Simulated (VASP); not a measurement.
Here is a VASP 6.6.1 calculation.

Contents of INCAR:

```
ALGO = Normal
EDIFF = 1E-6
EDIFFG = -0.005
ENCUT = 600
GGA = PS
IBRION = 2
ISIF = 3
ISMEAR = -1
LASPH = T
LCHARG = F
LREAL = F
LWAVE = F
NELM = 100
NSW = 80
PREC = Accurate
SIGMA = 0.02
```

KPOINTS

```
k-points
0
Gamma
  6 6 4
```

Contents of POSCAR:

```
ZrSnO4
1.0
    3.6092535736      0.0000000000      0.0000000000
    0.0000000000      3.6092535736      0.0000000000
    0.0000000000      0.0000000000      5.4433907542
Zr Sn O
1 1 4
Direct
    0.5000000000      0.5000000000      0.5000000000
    0.0000000000      0.0000000000      0.0000000000
    0.5000000000      0.0000000000      0.6785501406
    0.0000000000      0.5000000000      0.8173834373
    0.0000000000      0.5000000000      0.3214498594
    0.5000000000      0.0000000000      0.1826165627
```

Potentials or basis: VASP PAW PBE potentials, release 64 (Zr_sv, Sn_d, O).

Launch:

```console
$ cat potpaw_PBE.64/Zr_sv/POTCAR potpaw_PBE.64/Sn_d/POTCAR potpaw_PBE.64/O/POTCAR > POTCAR
$ mpirun -np 1 vasp_std > vasp.out
```

Problem. What does it give for the relaxed cell?

Solution. a = 3.575 Å, b = 3.575 Å, c = 5.326 Å, α = 90.00°, β = 90.00°, γ = 90.00°.

Problem. What does it give for the band gap on the k mesh?

Solution. 1.83 eV (least direct gap 1.97 eV).

Final structure:
```
CELL_PARAMETERS angstrom
3.57548 0.00000 0.00000
0.00000 3.57548 0.00000
0.00000 0.00000 5.32643
ATOMIC_POSITIONS crystal
Zr 0.50000 0.50000 0.50000
Sn 0.00000 0.00000 0.00000
O 0.50000 0.00000 0.68557
O 0.00000 0.50000 0.81167
O 0.00000 0.50000 0.31443
O 0.50000 0.00000 0.18833
```

Caveat: spin-orbit coupling is left out, which moves the levels of the heavy elements. A k mesh can miss the band edges.
